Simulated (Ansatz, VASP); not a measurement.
Zr in VASP and in Ansatz

The input INCAR:

```
SYSTEM = Zr
ALGO = Fast
EDIFF = 1E-6
ENCUT = 520
GGA = PE
ISIF = 2
ISMEAR = 0
LASPH = .True.
LCHARG = .False.
LREAL = .False.
LWAVE = .False.
NBANDS = 19
NELM = 80
PREC = Accurate
SIGMA = 0.1
```

KPOINTS

```
k-points
0
Gamma
  12 14 8
  0 0 0
```

POSCAR

```
Zr
1.0
    3.3787632618      0.0386546987      0.0000000000
   -1.6559056798      2.6362728271      0.0000000000
    0.0000000000      0.0000000000      4.9516198800
Zr
2
Direct
    0.3479984430      0.6604590359      0.2500000000
    0.6520015570      0.3395409641      0.7500000000
```

Input for Ansatz:

```yaml
crystal:
  lattice:
    - [3.3787632618, 0.0386546987, 0.0]
    - [-1.6559056798, 2.6362728271, 0.0]
    - [0.0, 0.0, 4.95161988]
  atoms:
    - { symbol: Zr, position: [0.347998443, 0.6604590359, 0.25] }
    - { symbol: Zr, position: [0.652001557, 0.3395409641, 0.75] }
basis:
  ecutwfc: 420
kpoints:
  mp_grid: { grid: [12, 14, 8] }
hamiltonian:
  xc: pbe
scf:
  occupations: { method: gaussian, width: 0.1 }
output:
  forces: true
  stress: true
  eigenvalues: true
```

Alike in both runs: task single point; functional PBE; k mesh 12 × 14 × 8; occupations gaussian, width 0.1 eV; no spin polarisation.

|  | VASP | Ansatz |
| --- | --- | --- |
| version | VASP 6.6.1 | Ansatz 0.2.0 |
| potentials or method | VASP PAW PBE potentials, release 64 (Zr_sv), cutoff 520 eV | scalar-relativistic, plane waves, PAW |
| valence electrons in the cell | 24 | 24 |

Ansatz gave:

```
gap on the k mesh at the Fermi level (eV)                     : none
pressure (GPa)                                                : 5.1
traceless stress, the component that is largest in VASP (GPa) : -2.94
rms of the force components (eV/Å)                            : 0.152
```

Task: What did VASP give for the same quantities?

Result: gap on the k mesh at the Fermi level (eV): none; pressure (GPa): 5.2; traceless stress, the component that is largest in VASP (GPa): -2.96; rms of the force components (eV/Å): 0.153.

Atom by atom the forces differ by 0.001 eV/Å (rms over components). A gap of «none» marks a metal or a gap that the smearing closes. With one functional, cell and mesh, what is left measures potentials, basis and numerics.
